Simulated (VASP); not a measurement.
# ScAl3N3 (P-6m2) in VASP: single point with PBE

Aim: the single point of ScAl3N3 with PBE.

Everything below comes from runs of VASP 6.6.1. Logs are shortened: lines on timing, memory, paths and dates and some standing lists are left out, and cuts for length are marked.

**1. The cell of the first run**

The structure is hexagonal, space group P-6m2 (No. 187). The conventional cell has a = 5.064 Å, b = 5.064 Å, c = 4.808 Å, α = 90.00°, β = 90.00°, γ = 120.00°. Sc (site symmetry -6m2) has 6 Al at 2.83 Å and 9 N at 2.92 to 3.42 Å within 3.7 Å. Al (site symmetry mm2) has 4 Al at 2.49 to 2.58 Å and 6 N at 2.61 to 2.80 Å and 2 Sc at 2.83 Å within 3.3 Å. N (site symmetry -6m2) has 6 Al at 2.80 Å and 3 Sc at 2.92 Å and 6 N at 3.42 Å within 3.7 Å. Within 1.7 Å of N (site symmetry 3m) lie 1 N at 1.27 Å.

The cell was generated, and may not be a known phase.

**2. Single point, PBE**

Contents of INCAR:

```
  PREC = Accurate
  ENCUT = 1330
  EDIFF = 1E-6
  ISMEAR = 0
  SIGMA = 0.2
  LREAL = False
  LASPH = True
  NELM = 120
  ALGO = Normal
  ISIF = 2
  LWAVE = False
  LCHARG = True
  GGA = PE
  LELF = True
  LVHAR = True
  NBANDS = 26
  GGA_COMPAT = False
```

Contents of KPOINTS:

```
regular mesh
0
Gamma
  4 4 3
```

Contents of POSCAR:

```
ScAl3N3
1.0
    5.0641628945      0.0000000000      0.0000000000
   -2.5320814473      4.3856937156      0.0000000000
    0.0000000000      0.0000000000      4.8081535824
Sc Al N
1 3 3
Direct
    0.0000000000      0.0000000000      0.0000000000
    0.1697615906      0.8302384094      0.5000000000
    0.1697615906      0.3395231812      0.5000000000
    0.6604768188      0.8302384094      0.5000000000
    0.3333333333      0.6666666667      0.0000000000
    0.6666666667      0.3333333333      0.3680956945
    0.6666666667      0.3333333333      0.6319043055
```

Potentials or basis: VASP PAW PBE potentials, release 64 (Sc_sv, Al, N_h).

On the command line:

```
> cat potpaw_PBE.64/Sc_sv/POTCAR potpaw_PBE.64/Al/POTCAR potpaw_PBE.64/N_h/POTCAR > POTCAR
> mpirun -np 1 vasp_std > vasp.out
```

OUTCAR:

```text
PREC = Accurate
   ENCUT = 1330
   EDIFF = 1E-6
   ISMEAR = 0
   LREAL = False
   LASPH = True
   NELM = 120
   ISIF = 2
   GGA = PE

 ion  position               nearest neighbor table
   1  0.000  0.000  0.000-   4 2.83   4 2.83   2 2.83   2 2.83   3 2.83   3 2.83
   2  0.170  0.830  0.500-   4 2.49   3 2.49   4 2.58   3 2.58   1 2.83   1 2.83
   3  0.170  0.340  0.500-   4 2.49   2 2.49   4 2.58   2 2.58   1 2.83   1 2.83
   4  0.660  0.830  0.500-   2 2.49   3 2.49   2 2.58   3 2.58   1 2.83   1 2.83
   5  0.333  0.667  0.000-
   6  0.667  0.333  0.368-   7 1.27
   7  0.667  0.333  0.632-   6 1.27

  LATTYP: Found a hexagonal cell.
 ALAT       =     5.0641628945
 C/A-ratio  =     0.9494468647

  Lattice vectors:

 A1 = (   5.0641628945,   0.0000000000,   0.0000000000)
 A2 = (  -2.5320814473,   4.3856937156,   0.0000000000)
 A3 = (   0.0000000000,   0.0000000000,   4.8081535824)

Analysis of symmetry for initial positions (statically):
=====================================================================
 Subroutine PRICEL returns:
 Original cell was already a primitive cell.

 Routine SETGRP: Setting up the symmetry group for a
 hexagonal supercell.

 Subroutine GETGRP returns: Found 12 space group operations
 (whereof 12 operations were pure point group operations)
 out of a pool of 24 trial point group operations.

The static configuration has the point symmetry D_3h.

Analysis of symmetry for dynamics (positions and initial velocities):
=====================================================================
 Subroutine PRICEL returns:
 Original cell was already a primitive cell.

 Routine SETGRP: Setting up the symmetry group for a
 hexagonal supercell.

 Subroutine GETGRP returns: Found 12 space group operations
 (whereof 12 operations were pure point group operations)
 out of a pool of 24 trial point group operations.

The dynamic configuration has the point symmetry D_3h.

 Subroutine INISYM returns: Found 12 space group operations
 (whereof 12 operations are pure point group operations),
 and found     1 'primitive' translations

----------------------------------------------------------------------------------------

                                     Primitive cell

  volume of cell :     106.7885
[... 82 lines left out ...]
   EDIFF  = 0.1E-05   stopping-criterion for ELM
   LREAL  =      F    real-space projection
   EDIFFG = 0.1E-04   stopping-criterion for IOM
   NSW    =      0    number of steps for IOM
   IBRION =     -1    ionic relax: 0-MD 1-quasi-New 2-CG
   NFREE  =      0    steps in history (QN), initial steepest desc. (CG)
   ISIF   =      2    stress and relaxation
   ISYM   =      2    0-nonsym 1-usesym 2-fastsym
   POTIM  = 0.5000    time-step for ionic-motion
   TEBEG  =    0.0;   TEEND  =   0.0 temperature during run
   PSTRESS=    0.0 pullay stress
   NELECT =      35.0000    total number of electrons
   NUPDOWN=      -1.0000    fix difference up-down
   EMIN   =  10.00;   EMAX   =-10.00  energy-range for DOS
   EFERMI =   0.00;   METHOD = LEGACY
   ISMEAR =     0;   SIGMA  =   0.20  broadening in eV -4-tet -1-fermi 0-gaus
   EFERMI_NEDOS =   21; number of points for ismear=-14 and -15
   IALGO  =     38    algorithm
   IMIX   =      4    mixing-type and parameters
     AMIX     =   0.40;   BMIX     =  1.00
     AMIX_MAG =   1.60;   BMIX_MAG =  1.00
  volume/ion in A,a.u.               =      15.26       102.95
  Fermi-wavevector in a.u.,A,eV,Ry     =   1.128728  2.132987 17.334197  1.274028
  Thomas-Fermi vector in A             =   2.265419
   LORBIT       =      0    0 simple, 1 ext, 2 COOP (PROOUT), +10 PAW based schemes
   GGA     = PE    functional components
   LHFCALC =     F    Hartree Fock is set to
   AEXX    =    0.0000 exact exchange contribution
   IVDW    =     0    specifies the selected vdW correction
   LEPSILON=     F    determine dielectric tensor
   LRPA    =     F    only Hartree local field effects (RPA)
 non-spin polarized calculation
 Gauss-broadening in eV      SIGMA  =   0.20
  energy-cutoff  :     1330.00
  volume of cell :      106.79
 maximum number of plane-waves:     11786
   NGX = 31   NGY = 31   NGZ = 29

 number of electron      35.0000000 magnetization

 Free energy of the ion-electron system (eV)
  ---------------------------------------------------
  ext. energy  EPLUGINS =         0.00000000
  ---------------------------------------------------
  free energy    TOTEN  =       -35.72682175 eV

  energy without entropy =      -35.62253541  energy(sigma->0) =      -35.67467858

 E-fermi :   5.3052     XC(G=0):  -9.8955

 val. band max:        5.2147878173   @ k =   0.0000   0.0000   0.3333
 cond. band min:       5.3331297387   @ k =   0.2500   0.2500   0.0000
 fundamental gap:      0.1183419214
 Fermi energy:         5.3052319846

 k-point     1 :       0.0000    0.0000    0.0000
  band No.  band energies     occupation
      1     -44.3486      2.00000
      2     -23.0616      2.00000
      3     -23.0616      2.00000
      4     -22.8518      2.00000
      5     -16.3037      2.00000
      6      -7.2945      2.00000
[... 221 lines left out ...]
     25       8.7886      0.00000
     26       8.9231      0.00000

------------------------ aborting loop because EDIFF is reached ----------------------------------------

  FORCE on cell =-STRESS in cart. coord.  units (eV):
  Direction    XX          YY          ZZ          XY          YZ          ZX
  --------------------------------------------------------------------------------------
  -------------------------------------------------------------------------------------
  Total        0.2566168      0.2566168      0.2346010     -0.0000000      0.0000000      0.0000000
  in kB        3.8500937      3.8500937      3.5197852     -0.0000000      0.0000000      0.0000000
  external PRESSURE =       3.7399908 kB  Pullay stress =       0.0000000 kB

 VOLUME and BASIS-vectors are now :
 -----------------------------------------------------------------------------
  energy-cutoff  :     1330.00
  volume of cell :      106.79
      direct lattice vectors                 reciprocal lattice vectors
     5.064162894  0.000000000  0.000000000     0.197466002  0.114007049  0.000000000
    -2.532081447  4.385693716  0.000000000     0.000000000  0.228014099  0.000000000
     0.000000000  0.000000000  4.808153582     0.000000000  0.000000000  0.207980045

 POSITION                                       TOTAL-FORCE (eV/Angst)
 -----------------------------------------------------------------------------------
      0.00000      0.00000      0.00000         0.000000      0.000000      0.000000
     -1.24253      3.64117      2.40408         0.011805     -0.006816      0.000000
     -0.00000      1.48904      2.40408        -0.000000      0.013632      0.000000
      1.24253      3.64117      2.40408        -0.011805     -0.006816      0.000000
     -0.00000      2.92380      0.00000         0.000000      0.000000      0.000000
      2.53208      1.46190      1.76986         0.000000      0.000000     -0.074405
      2.53208      1.46190      3.03829         0.000000      0.000000      0.074405
 -----------------------------------------------------------------------------------
    total drift:                               -0.000000      0.000000      0.000000

  FREE ENERGIE OF THE ION-ELECTRON SYSTEM (eV)
  ---------------------------------------------------
  free  energy   TOTEN  =       -35.7268217550 eV

  energy  without entropy=      -35.6225354109  energy(sigma->0) =      -35.67467858
```

OSZICAR:

```text
N       E                     dE             d eps       ncg     rms          rms(c)
DAV:   1     0.396500052407E+03    0.39650E+03   -0.24241E+04   416   0.250E+03
DAV:   2     0.308089121426E+02   -0.36569E+03   -0.35467E+03   416   0.489E+02
DAV:   3    -0.322493226989E+02   -0.63058E+02   -0.60198E+02   666   0.139E+02
DAV:   4    -0.399396202451E+02   -0.76903E+01   -0.72867E+01   688   0.525E+01
DAV:   5    -0.401860649746E+02   -0.24644E+00   -0.24268E+00   576   0.861E+00    0.124E+01
DAV:   6    -0.401331732158E+02    0.52892E-01   -0.55696E+01   696   0.340E+01    0.151E+01
DAV:   7    -0.361800360812E+02    0.39531E+01   -0.22627E+01   720   0.319E+01    0.527E+00
DAV:   8    -0.359633144181E+02    0.21672E+00   -0.22915E+00   472   0.730E+00    0.347E+00
DAV:   9    -0.357835091285E+02    0.17981E+00   -0.17814E+00   656   0.942E+00    0.179E+00
DAV:  10    -0.357784750758E+02    0.50341E-02   -0.17615E-01   644   0.212E+00    0.172E+00
DAV:  11    -0.357380283530E+02    0.40447E-01   -0.71640E-02   664   0.179E+00    0.742E-01
DAV:  12    -0.357266290941E+02    0.11399E-01   -0.72901E-02   640   0.191E+00    0.209E-01
DAV:  13    -0.357276408379E+02   -0.10117E-02   -0.76371E-03   632   0.631E-01    0.247E-01
DAV:  14    -0.357269364534E+02    0.70438E-03   -0.14587E-03   676   0.270E-01    0.100E-01
DAV:  15    -0.357268231679E+02    0.11329E-03   -0.79945E-04   672   0.200E-01    0.158E-02
DAV:  16    -0.357268223527E+02    0.81518E-06   -0.34623E-05   608   0.381E-02    0.107E-02
DAV:  17    -0.357268217550E+02    0.59771E-06   -0.47712E-06   544   0.133E-02
   1 F= -.35726822E+02 E0= -.35674679E+02  d E =-.104286E+00
```

stdout:

```text
POSCAR found type information on POSCAR ScAlN
 POSCAR found :  3 types and       7 ions
 scaLAPACK will be used
 LDA part: xc-table for (Slater+PW92), standard interpolation
 POSCAR, INCAR and KPOINTS ok, starting setup
 FFT: planning ... GRIDC
 FFT: planning ... GRID_SOFT
 FFT: planning ... GRID
 WAVECAR not read
 entering main loop
```

It took 2.1 min on 1 thread of Intel Xeon Platinum 8259CL at 2.50GHz (Skylake/Cascade Lake), shared host; peak memory 0.52 GiB.

What came out:

```yaml
Free_energy: -35.7268 eV
Pressure: 0.4 GPa
Largest_force: 0.074 eV/Å
Band_gap_on_the_k_mesh: zero (an odd number of electrons rules out a gap without spin polarisation)
```

Forces in eV/Å, atoms in the order of the input:
```
Sc   0.000  0.000  0.000
Al   0.012 -0.007  0.000
Al   0.000  0.014  0.000
Al  -0.012 -0.007  0.000
N    0.000  0.000  0.000
N    0.000  0.000 -0.074
N    0.000  0.000  0.074
```

Levels at points of the mesh, in eV from the Fermi level:
```csv
k point,band 14,band 15,band 16,band 17,band 18,band 19,band 20,band 21
"(0.00, 0.00, 0.00)",-2.72,-2.72,-0.23,-0.23,0.19,0.19,1.03,1.03
"(0.50, 0.00, 0.00)",-2.07,-1.76,-0.80,-0.52,0.17,1.02,1.09,1.82
```

Caveat: the k points lie up to 0.44 Å⁻¹ apart, too coarse for converged energies and pressures of a metal; an odd number of electrons without spin polarisation forces a metal; a magnetic or distorted state may lie lower.

The gap in the log of VASP goes by the Fermi energy; the results here count the filled bands.